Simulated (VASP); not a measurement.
# MnSi7C8 (F-43m) in VASP: further runs

Runs on MnSi7C8. Level: PBEsol+U. Tasks: single point.

Everything below comes from runs of VASP 6.6.1. Logs are shortened: lines on timing, memory, paths and dates and some standing lists are left out, and cuts for length are marked.

### Step 1. The cell of the first run

Symmetry: F-43m, No. 216, cubic system. The conventional cell has a = 8.716 Å, b = 8.716 Å, c = 8.716 Å, α = 90.00°, β = 90.00°, γ = 90.00°. Mn (site symmetry -43m) has 4 C at 1.97 Å within 2.6 Å. Si (site symmetry 2mm) has 4 C at 1.87 to 1.88 Å within 2.5 Å. Si (site symmetry -43m) has 4 C at 1.89 Å within 2.5 Å. Within 2.5 Å of C (site symmetry 3m) lie 3 Si at 1.87 Å and 1 Mn at 1.97 Å. Within 2.5 Å of C (site symmetry 3m) lie 4 Si at 1.88 to 1.89 Å.

### Step 2. Single point, PBEsol+U, collinear spin

The input, INCAR:

```
SYSTEM = MnSi7C8
PREC = Accurate
ENCUT = 520
EDIFF = 1E-6
ISMEAR = 0
SIGMA = 0.05
LREAL = Auto
LASPH = .TRUE.
NELM = 150
ALGO = Normal
ISIF = 2
LWAVE = .FALSE.
LCHARG = .TRUE.
ISPIN = 2
MAGMOM = 3.03 0.01 0.01 0.01 0.01 0.01 0.01 0 -0.14 -0.14 -0.14 0 -0.14 0 0 0
LORBIT = 11
LMAXMIX = 4
LDAU = .TRUE.
LDAUTYPE = 2
LDAUL = 2 -1 -1
LDAUU = 3.5 0 0
LDAUJ = 0 0 0
LDAUPRINT = 1
GGA = PS
LELF = .TRUE.
LVHAR = .TRUE.
NBANDS = 54
```

The input, KPOINTS:

```
regular mesh
0
G
  3 3 3
  0 0 0
```

The input, POSCAR:

```
MnSi7C8
1.0
    0.0000000000      4.3580000000      4.3580000000
    4.3580000000      0.0000000000      4.3580000000
    4.3580000000      4.3580000000      0.0000000000
Mn Si C
1 7 8
Direct
    0.0000000000      0.0000000000      1.0000000000
    0.9988277849      0.9988277849      0.5011722151
    0.9988277849      0.5011722151      0.9988277849
    0.9988277849      0.5011722151      0.5011722151
    0.5011722151      0.9988277849      0.9988277849
    0.5011722151      0.9988277849      0.5011722151
    0.5011722151      0.5011722151      0.9988277849
    0.5000000000      0.5000000000      0.5000000000
    0.1304116123      0.1304116123      0.1304116123
    0.1304116123      0.1304116123      0.6087651631
    0.1304116123      0.6087651631      0.1304116123
    0.1252462076      0.6249179308      0.6249179308
    0.6087651631      0.1304116123      0.1304116123
    0.6249179308      0.1252462076      0.6249179308
    0.6249179308      0.6249179308      0.1252462076
    0.6249179308      0.6249179308      0.6249179308
```

Potentials or basis: VASP PAW PBE potentials, release 64 (Mn_pv, Si, C).

On the command line:

```
cat potpaw_PBE.64/Mn_pv/POTCAR potpaw_PBE.64/Si/POTCAR potpaw_PBE.64/C/POTCAR > POTCAR
mpirun -np 1 vasp_std > vasp.out
```

OUTCAR:

```text
SYSTEM = MnSi7C8
   PREC = Accurate
   ENCUT = 520
   EDIFF = 1E-6
   ISMEAR = 0
   LREAL = Auto
   LASPH = .TRUE.
   NELM = 150
   ISIF = 2
   ISPIN = 2
   LORBIT = 11
   GGA = PS

 ion  position               nearest neighbor table
   1  0.000  0.000  0.000-  10 1.97  11 1.97  13 1.97   9 1.97   4 3.08   7 3.08   2 3.08   4 3.08
                             6 3.08   2 3.08   3 3.08   5 3.08   5 3.08   6 3.08   7 3.08   3 3.08
   2  0.999  0.999  0.501-   9 1.87  10 1.87  12 1.88  14 1.88   3 3.07   4 3.07   5 3.07   6 3.07
                             1 3.08   8 3.08   8 3.08   1 3.08   6 3.10   3 3.10   5 3.10   4 3.10
   3  0.999  0.501  0.999-   9 1.87  11 1.87  12 1.88  15 1.88   2 3.07   4 3.07   5 3.07   7 3.07
                             1 3.08   8 3.08   8 3.08   1 3.08   4 3.10   7 3.10   2 3.10   5 3.10
   4  0.999  0.501  0.501-  10 1.87  11 1.87  16 1.88  12 1.88   2 3.07   3 3.07   6 3.07   7 3.07
                             8 3.08   8 3.08   1 3.08   1 3.08   6 3.10   3 3.10   7 3.10   2 3.10
   5  0.501  0.999  0.999-   9 1.87  13 1.87  14 1.88  15 1.88   2 3.07   3 3.07   6 3.07   7 3.07
                             1 3.08   8 3.08   8 3.08   1 3.08   6 3.10   3 3.10   2 3.10   7 3.10
   6  0.501  0.999  0.501-  10 1.87  13 1.87  16 1.88  14 1.88   2 3.07   4 3.07   5 3.07   7 3.07
                             8 3.08   8 3.08   1 3.08   1 3.08   5 3.10   4 3.10   7 3.10   2 3.10
   7  0.501  0.501  0.999-  11 1.87  13 1.87  16 1.88  15 1.88   3 3.07   4 3.07   5 3.07   6 3.07
                             8 3.08   8 3.08   1 3.08   1 3.08   5 3.10   4 3.10   6 3.10   3 3.10
   8  0.500  0.500  0.500-  12 1.89  14 1.89  15 1.89  16 1.89   6 3.08   7 3.08   4 3.08   3 3.08
                             5 3.08   7 3.08   2 3.08   5 3.08   6 3.08   2 3.08   3 3.08   4 3.08
   9  0.130  0.130  0.130-   2 1.87   3 1.87   5 1.87   1 1.97
  10  0.130  0.130  0.609-   4 1.87   6 1.87   2 1.87   1 1.97
  11  0.130  0.609  0.130-   4 1.87   7 1.87   3 1.87   1 1.97
  12  0.125  0.625  0.625-   2 1.88   3 1.88   4 1.88   8 1.89
  13  0.609  0.130  0.130-   6 1.87   7 1.87   5 1.87   1 1.97
  14  0.625  0.125  0.625-   2 1.88   5 1.88   6 1.88   8 1.89
  15  0.625  0.625  0.125-   3 1.88   5 1.88   7 1.88   8 1.89
  16  0.625  0.625  0.625-   4 1.88   6 1.88   7 1.88   8 1.89

  LATTYP: Found a face centered cubic cell.
 ALAT       =     8.7160000000

  Lattice vectors:

 A1 = (   0.0000000000,   4.3580000000,   4.3580000000)
 A2 = (   4.3580000000,   0.0000000000,   4.3580000000)
 A3 = (   4.3580000000,   4.3580000000,   0.0000000000)

Analysis of symmetry for initial positions (statically):
=====================================================================
 Subroutine PRICEL returns:
 Original cell was already a primitive cell.

 Routine SETGRP: Setting up the symmetry group for a
 face centered cubic supercell.

 Subroutine GETGRP returns: Found 24 space group operations
 (whereof 24 operations were pure point group operations)
 out of a pool of 48 trial point group operations.

The static configuration has the point symmetry T_d .

Analysis of symmetry for dynamics (positions and initial velocities):
=====================================================================
 Subroutine PRICEL returns:
 Original cell was already a primitive cell.

 Routine SETGRP: Setting up the symmetry group for a
 face centered cubic supercell.

 Subroutine GETGRP returns: Found 24 space group operations
 (whereof 24 operations were pure point group operations)
 out of a pool of 48 trial point group operations.

The dynamic configuration has the point symmetry T_d .

Analysis of structural, dynamic, and magnetic symmetry:
=====================================================================
 Subroutine PRICEL returns:
 Original cell was already a primitive cell.

 Routine SETGRP: Setting up the symmetry group for a
 face centered cubic supercell.

 Subroutine GETGRP returns: Found 24 space group operations
 (whereof 24 operations were pure point group operations)
 out of a pool of 48 trial point group operations.

The overall configuration has the point symmetry T_d .

 Subroutine INISYM returns: Found 24 space group operations
 (whereof 24 operations are pure point group operations),
 and found     1 'primitive' translations

----------------------------------------------------------------------------------------
[... 150 lines left out ...]
  0.0000  0.7956  0.0000 -0.0000  0.0000
 -0.0000  0.0000  0.9276  0.0000 -0.0000
  0.0000 -0.0000  0.0000  0.7956  0.0000
  0.0000  0.0000 -0.0000  0.0000  0.9276

spin component  2

  0.2532 -0.0000  0.0000 -0.0000  0.0000
 -0.0000  0.2532 -0.0000  0.0000  0.0000
  0.0000 -0.0000  0.0525 -0.0000 -0.0000
 -0.0000  0.0000 -0.0000  0.2532  0.0000
  0.0000  0.0000 -0.0000  0.0000  0.0525

 occupancies and eigenvectors

  o =  0.0525  v =  0.0000  0.0000  0.0000  0.0000  0.0000  0.0000 -0.0000  0.0015 -0.0000  1.0000      0.0000  0.0000  0.0000  0.0000  0.0000  0.0000  0.0000  0.0000  0.0000  0.0000
  o =  0.0525  v =  0.0000  0.0000  0.0000  0.0000  0.0000  0.0000 -0.0000  1.0000  0.0000 -0.0015      0.0000  0.0000  0.0000  0.0000  0.0000  0.0000  0.0000  0.0000  0.0000  0.0000
  o =  0.2532  v =  0.0000  0.0000  0.0000  0.0000  0.0000  1.0000  0.0000  0.0000  0.0000  0.0000      0.0000  0.0000  0.0000  0.0000  0.0000  0.0000  0.0000  0.0000  0.0000  0.0000
  o =  0.2532  v =  0.0000  0.0000  0.0000  0.0000  0.0000  0.0000  1.0000  0.0000  0.0073  0.0000      0.0000  0.0000  0.0000  0.0000  0.0000  0.0000  0.0000  0.0000  0.0000  0.0000
  o =  0.2532  v =  0.0000  0.0000  0.0000  0.0000  0.0000  0.0000  0.0073  0.0000 -1.0000 -0.0000      0.0000  0.0000  0.0000  0.0000  0.0000  0.0000  0.0000  0.0000  0.0000  0.0000
  o =  0.7956  v =  0.0000 -0.9955 -0.0000 -0.0945  0.0000  0.0000  0.0000  0.0000  0.0000  0.0000      0.0000  0.0000  0.0000  0.0000  0.0000  0.0000  0.0000  0.0000  0.0000  0.0000
  o =  0.7956  v =  1.0000  0.0000  0.0000  0.0000  0.0000  0.0000  0.0000  0.0000  0.0000  0.0000      0.0000  0.0000  0.0000  0.0000  0.0000  0.0000  0.0000  0.0000  0.0000  0.0000
  o =  0.7956  v =  0.0000 -0.0945  0.0000  0.9955 -0.0000  0.0000  0.0000  0.0000  0.0000  0.0000      0.0000  0.0000  0.0000  0.0000  0.0000  0.0000  0.0000  0.0000  0.0000  0.0000
  o =  0.9276  v =  0.0000  0.0000 -1.0000  0.0000  0.0002  0.0000  0.0000  0.0000  0.0000  0.0000      0.0000  0.0000  0.0000  0.0000  0.0000  0.0000  0.0000  0.0000  0.0000  0.0000
  o =  0.9276  v =  0.0000  0.0000  0.0002  0.0000  1.0000  0.0000  0.0000  0.0000  0.0000  0.0000      0.0000  0.0000  0.0000  0.0000  0.0000  0.0000  0.0000  0.0000  0.0000  0.0000

 number of electron      73.0000015 magnetization       3.0002534

 Free energy of the ion-electron system (eV)
  ---------------------------------------------------
  ext. energy  EPLUGINS =         0.00000000
  ---------------------------------------------------
  free energy    TOTEN  =      -125.61835212 eV

  energy without entropy =     -125.61593924  energy(sigma->0) =     -125.61714568

 E-fermi :   8.5072     XC(G=0): -11.6123

 val. band max:        8.3748406334   @ k =   0.3333   0.3333   0.0000
 cond. band min:       8.5561249943   @ k =  -0.3333   0.3333   0.0000
 fundamental gap:      0.1812843609
 Fermi energy:         8.5072391744

 spin component 1

 k-point     1 :       0.0000    0.0000    0.0000
  band No.  band energies     occupation
      1     -41.1153      1.00000
      2     -41.1153      1.00000
      3     -41.1153      1.00000
      4      -7.3467      1.00000
      5      -3.9158      1.00000
      6      -3.9158      1.00000
[... 193 lines left out ...]
     47      13.8219      0.00000
     48      15.3953      0.00000
 Fermi energy:         8.5072391744

 spin component 2

 k-point     1 :       0.0000    0.0000    0.0000
  band No.  band energies     occupation
      1     -37.4908      1.00000
      2     -37.4908      1.00000
      3     -37.4908      1.00000
      4      -7.3638      1.00000
      5      -3.9358      1.00000
      6      -3.9358      1.00000
[... 193 lines left out ...]
     47      14.1792      0.00000
     48      15.4225      0.00000
 [bands above 48 left out]

------------------------ aborting loop because EDIFF is reached ----------------------------------------

  FORCE on cell =-STRESS in cart. coord.  units (eV):
  Direction    XX          YY          ZZ          XY          YZ          ZX
  --------------------------------------------------------------------------------------
  -------------------------------------------------------------------------------------
  Total        4.6969271      4.6969271      4.6969271      0.0000000      0.0000000      0.0000000
  in kB       45.4603448     45.4603448     45.4603448      0.0000000      0.0000000      0.0000000
  external PRESSURE =      45.4603448 kB  Pullay stress =       0.0000000 kB

 VOLUME and BASIS-vectors are now :
 -----------------------------------------------------------------------------
  energy-cutoff  :      520.00
  volume of cell :      165.54
      direct lattice vectors                 reciprocal lattice vectors
     0.000000000  4.358000000  4.358000000    -0.114731528  0.114731528  0.114731528
     4.358000000  0.000000000  4.358000000     0.114731528 -0.114731528  0.114731528
     4.358000000  4.358000000  0.000000000     0.114731528  0.114731528 -0.114731528

 POSITION                                       TOTAL-FORCE (eV/Angst)
 -----------------------------------------------------------------------------------
      0.00000      0.00000      0.00000         0.000000     -0.000000     -0.000000
      6.53700      6.53700      8.70578         0.000000     -0.000000     -0.003290
      6.53700      8.70578      6.53700         0.000000     -0.003290     -0.000000
      4.36822      6.53700      6.53700         0.003290     -0.000000     -0.000000
      8.70578      6.53700      6.53700        -0.003290     -0.000000     -0.000000
      6.53700      4.36822      6.53700         0.000000      0.003290     -0.000000
[... 8 lines left out ...]
      3.26922      3.26922      5.44678         0.000201      0.000201     -0.000201
      5.44678      5.44678      5.44678        -0.000201     -0.000201     -0.000201
 -----------------------------------------------------------------------------------
    total drift:                                0.000002      0.000002      0.000002

  FREE ENERGIE OF THE ION-ELECTRON SYSTEM (eV)
  ---------------------------------------------------
  free  energy   TOTEN  =      -125.6183521232 eV

  energy  without entropy=     -125.6159392392  energy(sigma->0) =     -125.61714568

 total charge

# of ion       s       p       d       tot
------------------------------------------
    1        0.423   6.363   5.075  11.862
    2        0.709   0.984   0.000   1.692
    3        0.709   0.984   0.000   1.692
    4        0.709   0.984   0.000   1.692
    5        0.709   0.984   0.000   1.692
    6        0.709   0.984   0.000   1.692
[... 8 lines left out ...]
   15        0.833   1.704   0.000   2.538
   16        0.833   1.704   0.000   2.538
--------------------------------------------------
tot         12.151  26.677   5.075  43.904

 magnetization (x)

# of ion       s       p       d       tot
------------------------------------------
    1        0.026  -0.004   3.372   3.394
    2        0.006   0.010   0.000   0.016
    3        0.006   0.010   0.000   0.016
    4        0.006   0.010   0.000   0.016
    5        0.006   0.010   0.000   0.016
    6        0.006   0.010   0.000   0.016
[... 8 lines left out ...]
   15       -0.000  -0.002   0.000  -0.002
   16       -0.000  -0.002   0.000  -0.002
--------------------------------------------------
tot          0.044  -0.419   3.372   2.997
```

Wall time 2.9 min (1 thread of Intel Xeon Platinum 8259CL at 2.50GHz (Skylake/Cascade Lake), shared host); peak memory 0.41 GiB.

What came out:

```
Free energy                                           : -125.6184 eV
Pressure                                              : 4.5 GPa
Largest force                                         : 0.113 eV/Å
Band gap on the k mesh                                : zero (filled and empty bands overlap)
Net moment                                            : 3.00 μB per cell
Site moments                                          : Mn +3.39; Si +0.02, +0.00 (each value once); C -0.12, -0.00 (each value once) μB
Valence electrons inside the program's atomic spheres : Mn 11.86; Si 1.69, 1.68 (each value once); C 2.51, 2.54 (each value once)
```

Forces on the atoms (eV/Å):
```
Mn   0.000  0.000  0.000
Si   0.000  0.000 -0.003
Si   0.000 -0.003  0.000
Si   0.003  0.000  0.000
Si  -0.003  0.000  0.000
Si   0.000  0.003  0.000
Si   0.000  0.000  0.003
Si   0.000  0.000  0.000
C   -0.065 -0.065 -0.065
C    0.065  0.065 -0.065
C    0.065 -0.065  0.065
C    0.000  0.000  0.000
C   -0.065  0.065  0.065
C    0.000  0.000  0.000
C    0.000  0.000  0.000
C    0.000  0.000  0.000
```

Levels at points of the mesh, in eV from the Fermi level:
Spin up:
| k point | band 36 | band 37 | band 38 | band 39 | band 40 | band 41 |
| --- | --- | --- | --- | --- | --- | --- |
| (0.00, 0.00, 0.00) | -1.04 | -1.04 | 0.64 | 0.64 | 0.64 | 2.20 |
Spin down:
```csv
k point,band 33,band 34,band 35,band 36,band 37,band 38
"(0.00, 0.00, 0.00)",-0.97,-0.97,-0.97,0.76,0.76,0.76
```

Eigenvalues of the final occupation matrices:
```
    site  spin  trace               eigenvalues
site 1 d     1   4.24  0.80 0.80 0.80 0.93 0.93
site 1 d     2   0.86  0.05 0.05 0.25 0.25 0.25
```

Caveat: the k points lie up to 0.42 Å⁻¹ apart, too coarse for converged energies and pressures of a metal; the PAW data sets were made with another functional, which shifts forces and pressure a little; the U is typed as a test and isn't derived for this compound.

(Part 1 of 2 ends here.)

The gap in the log of VASP goes by the Fermi energy; the results here count the filled bands.